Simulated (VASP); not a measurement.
# Nb (Fm-3m) in VASP: a series of runs, part 3 of 3

VASP 6.6.1. The steps go on from the part before.

### Step 5. Single point, r2SCAN

This run uses another cell than the first one, of 18.65 Å³/atom, 1.038 times its volume.

POSCAR

```
Nb
1.0
    0.0000000000      2.1048043597      2.1048043597
    2.1048043597      0.0000000000      2.1048043597
    2.1048043597      2.1048043597      0.0000000000
Nb
1
Direct
    0.0000000000      0.0000000000      0.0000000000
```

INCAR.step1

```
  PREC = Accurate
  ENCUT = 520
  ISMEAR = 0
  SIGMA = 0.05
  LREAL = F
  LASPH = T
  NELM = 100
  NBANDS = 12
  GGA = PE
  ALGO = Normal
  EDIFF = 1E-4
  LWAVE = T
  LCHARG = F
```

INCAR.step2

```
  PREC = Accurate
  ENCUT = 520
  EDIFF = 1E-6
  ISMEAR = 0
  SIGMA = 0.05
  LREAL = F
  LASPH = T
  NELM = 100
  ALGO = Normal
  ISIF = 2
  LWAVE = F
  LCHARG = F
  METAGGA = R2SCAN
  LMIXTAU = T
  NBANDS = 12
  ISTART = 1
```

KPOINTS

```
Automatic mesh
0
Gamma
  18 18 18
```

Potentials or basis: VASP PAW PBE potentials, release 64 (Nb_sv).

Run with:

```
cat potpaw_PBE.64/Nb_sv/POTCAR > POTCAR
cp INCAR.step1 INCAR
mpirun -np 1 vasp_std > vasp.out
cp INCAR.step2 INCAR
mpirun -np 1 vasp_std > vasp.out
```

OUTCAR:

```text
PREC = Accurate
   ENCUT = 520
   EDIFF = 1E-6
   ISMEAR = 0
   LREAL = F
   LASPH = T
   NELM = 100
   ISIF = 2
   METAGGA = R2SCAN
   ISTART = 1

 ion  position               nearest neighbor table
   1  0.000  0.000  0.000-

  LATTYP: Found a face centered cubic cell.
 ALAT       =     4.2096087194

  Lattice vectors:

 A1 = (   0.0000000000,   2.1048043597,   2.1048043597)
 A2 = (   2.1048043597,   0.0000000000,   2.1048043597)
 A3 = (   2.1048043597,   2.1048043597,   0.0000000000)

Analysis of symmetry for initial positions (statically):
=====================================================================
 Subroutine PRICEL returns:
 Original cell was already a primitive cell.

 Routine SETGRP: Setting up the symmetry group for a
 face centered cubic supercell.

 Subroutine GETGRP returns: Found 48 space group operations
 (whereof 48 operations were pure point group operations)
 out of a pool of 48 trial point group operations.

The static configuration has the point symmetry O_h .

[... 167 lines left out ...]
  band No.  band energies     occupation
      1     -45.5749      2.00000
      2     -20.1958      2.00000
      3     -20.1958      2.00000
      4     -20.1958      2.00000
      5       4.4309      2.00000
      6      11.1836      0.00026
      7      11.1836      0.00026
      8      11.1836      0.00026
      9      14.0301      0.00000
     10      14.0301      0.00000
     11      23.2968      0.00000
     12      28.5657      0.00000
[... 331 lines left out ...]
 k-point    24 :      -0.2222    0.0556    0.0000
  band No.  band energies     occupation
      1     -45.4694      2.00000
      2     -20.8304      2.00000
      3     -20.3177      2.00000
      4     -20.2606      2.00000
      5       6.3438      2.00000
      6      10.1744      2.00000
      7      11.5723      0.00000
      8      11.7025      0.00000
      9      13.5641      0.00000
     10      14.4537      0.00000
     11      24.2536      0.00000
     12      26.8591      0.00000

 [... further k-points ...]

------------------------ aborting loop because EDIFF is reached ----------------------------------------

  FORCE on cell =-STRESS in cart. coord.  units (eV):
  Direction    XX          YY          ZZ          XY          YZ          ZX
  --------------------------------------------------------------------------------------
  -------------------------------------------------------------------------------------
  Total        0.0200480      0.0200480      0.0200480      0.0000000      0.0000000     -0.0000000
  in kB        1.7223282      1.7223282      1.7223282      0.0000000      0.0000000     -0.0000000
  external PRESSURE =       1.7223282 kB  Pullay stress =       0.0000000 kB

 VOLUME and BASIS-vectors are now :
 -----------------------------------------------------------------------------
  energy-cutoff  :      520.00
  volume of cell :       18.65
      direct lattice vectors                 reciprocal lattice vectors
     0.000000000  2.104804360  2.104804360    -0.237551769  0.237551769  0.237551769
     2.104804360  0.000000000  2.104804360     0.237551769 -0.237551769  0.237551769
     2.104804360  2.104804360  0.000000000     0.237551769  0.237551769 -0.237551769

 POSITION                                       TOTAL-FORCE (eV/Angst)
 -----------------------------------------------------------------------------------
      0.00000      0.00000      0.00000        -0.000000     -0.000000      0.000000
 -----------------------------------------------------------------------------------
    total drift:                               -0.000000      0.000000      0.000000

  FREE ENERGIE OF THE ION-ELECTRON SYSTEM (eV)
  ---------------------------------------------------
  free  energy   TOTEN  =       -24.5137307172 eV

  energy  without entropy=      -24.5122928747  energy(sigma->0) =      -24.51301180
```

OUTCAR.step1:

```text
PREC = Accurate
   ENCUT = 520
   ISMEAR = 0
   LREAL = F
   LASPH = T
[... 576 lines left out ...]

 POSITION                                       TOTAL-FORCE (eV/Angst)
 -----------------------------------------------------------------------------------
      0.00000      0.00000      0.00000         0.000000      0.000000      0.000000
 -----------------------------------------------------------------------------------
    total drift:                                0.000000      0.000000     -0.000000

  FREE ENERGIE OF THE ION-ELECTRON SYSTEM (eV)
  ---------------------------------------------------
  free  energy   TOTEN  =        -9.8952677945 eV

  energy  without entropy=       -9.8938224133  energy(sigma->0) =       -9.89454510
```

OSZICAR.step1:

```text
N       E                     dE             d eps       ncg     rms          rms(c)
DAV:   1     0.119126410241E+03    0.11913E+03   -0.72666E+03  4688   0.108E+03
DAV:   2    -0.542552202323E+01   -0.12455E+03   -0.12031E+03  5052   0.391E+02
DAV:   3    -0.100436928584E+02   -0.46182E+01   -0.43600E+01  6748   0.657E+01
DAV:   4    -0.103449170471E+02   -0.30122E+00   -0.29930E+00  6704   0.153E+01
DAV:   5    -0.103557988788E+02   -0.10882E-01   -0.10877E-01  6800   0.242E+00    0.669E+00
DAV:   6    -0.994054319961E+01    0.41526E+00   -0.65580E-01  7396   0.101E+01    0.237E+00
DAV:   7    -0.989044688313E+01    0.50096E-01   -0.20316E-01  7660   0.558E+00    0.101E+00
DAV:   8    -0.989522078974E+01   -0.47739E-02   -0.13116E-02  5556   0.151E+00    0.432E-02
DAV:   9    -0.989526779451E+01   -0.47005E-04   -0.92787E-04  7916   0.318E-01
   1 F= -.98952678E+01 E0= -.98945451E+01  d E =-.144538E-02
```

Wall time 89 s (1 thread of Intel Xeon 6975P-C, shared host); peak memory 0.17 GiB.

What came out:

```
Free energy : -24.5137 eV
Pressure    : 0.2 GPa
```

Levels at points of the mesh, in eV from the Fermi level:
```tsv
k point	band 4	band 5	band 6	band 7	band 8	band 9
(0.00, 0.00, 0.00)	-31.25	-6.62	0.13	0.13	0.13	2.98
(0.50, 0.00, 0.00)	-31.42	-4.08	-0.01	-0.01	1.28	4.94
(0.50, 0.50, 0.00)	-31.70	-4.28	-3.56	3.67	4.99	5.47
```

Caveat: the PAW data sets were made with another functional, which shifts forces and pressure a little.

### Step 6. Single point, r2SCAN

This run uses another cell than the first one, of 18.72 Å³/atom, 1.042 times its volume.

POSCAR

```
Nb
1.0
    0.0000000000      2.1076182726      2.1076182726
    2.1076182726      0.0000000000      2.1076182726
    2.1076182726      2.1076182726      0.0000000000
Nb
1
Direct
    0.0000000000      0.0000000000      0.0000000000
```

INCAR.step1

```
SYSTEM = Nb
PREC     = Accurate       ! precision mode
ENCUT    = 520            ! plane-wave cutoff, eV
ISMEAR   = 0              ! smearing method
SIGMA    = 0.05           ! smearing width, eV
LREAL    = .False.        ! projectors in reciprocal space
LASPH    = .True.         ! aspherical terms in the spheres
NELM     = 100            ! most SCF steps
NBANDS   = 12             ! bands
GGA      = PE             ! functional
ALGO     = Normal         ! electronic algorithm
EDIFF    = 1E-4           ! SCF threshold, eV
LWAVE    = .True.         ! write WAVECAR
LCHARG   = .False.        ! write CHGCAR
```

INCAR.step2

```
SYSTEM = Nb
PREC     = Accurate       ! precision mode
ENCUT    = 520            ! plane-wave cutoff, eV
EDIFF    = 1E-6           ! SCF threshold, eV
ISMEAR   = 0              ! smearing method
SIGMA    = 0.05           ! smearing width, eV
LREAL    = .False.        ! projectors in reciprocal space
LASPH    = .True.         ! aspherical terms in the spheres
NELM     = 100            ! most SCF steps
ALGO     = Normal         ! electronic algorithm
ISIF     = 2              ! what is computed and relaxed
LWAVE    = .False.        ! write WAVECAR
LCHARG   = .False.        ! write CHGCAR
METAGGA  = R2SCAN         ! meta-GGA
LMIXTAU  = .True.       
NBANDS   = 12             ! bands
ISTART   = 1
```

KPOINTS

```
Automatic mesh
0
Gamma
  18 18 18
  0 0 0
```

Potentials or basis: VASP PAW PBE potentials, release 64 (Nb_sv).

Run with:

```
cat potpaw_PBE.64/Nb_sv/POTCAR > POTCAR
cp INCAR.step1 INCAR
mpirun -np 1 vasp_std > vasp.out
cp INCAR.step2 INCAR
mpirun -np 1 vasp_std > vasp.out
```

Wall time 82 s (1 thread of Intel Xeon 6975P-C, shared host); peak memory 0.17 GiB.

Results (log left out):

```
Free energy : -24.5137 eV
Pressure    : -0.5 GPa
```

Levels at points of the mesh, in eV from the Fermi level:
```csv
k point,band 2,band 3,band 4,band 5,band 6,band 7,band 8,band 9,band 10,band 11
"(0.00, 0.00, 0.00)",-31.26,-31.26,-31.26,-6.61,0.13,0.13,0.13,2.96,2.96,12.24
"(0.50, 0.00, 0.00)",-32.54,-31.43,-31.43,-4.07,-0.01,-0.01,1.26,4.91,4.91,11.05
"(0.50, 0.50, 0.00)",-32.45,-31.71,-31.71,-4.25,-3.54,3.65,4.97,5.44,5.44,11.87
```

Caveat: the PAW data sets were made with another functional, which shifts forces and pressure a little.

### Step 7. Overview

| level | cell | k mesh | gap on the mesh (eV) | pressure (GPa) |
| --- | --- | --- | --- | --- |
| PBE | a = 2.940 Å, angles 60.0°, 1 atom | 8 × 8 × 8 | none | 6.8 |
| PBE | a = 2.986 Å, angles 60.0°, 1 atom | 8 × 8 × 8 | none | -1.1 |
| PBE | a = 2.981 Å, angles 60.0°, 1 atom | 8 × 8 × 8 | none | -0.3 |
| r2SCAN | a = 2.977 Å, angles 60.0°, 1 atom | 18 × 18 × 18 | none | 0.2 |
| r2SCAN | a = 2.981 Å, angles 60.0°, 1 atom | 18 × 18 × 18 | none | -0.5 |

Alike in all rows: task single point; potentials or basis VASP PAW PBE potentials, release 64 (Nb_sv); no spin polarisation; cutoff (eV) 520; smearing gaussian 0.05 eV.

Caveats: the PAW data sets were made with another functional, which shifts forces and pressure a little (some runs).

Absolute energies hang on the potentials; compare differences alone.
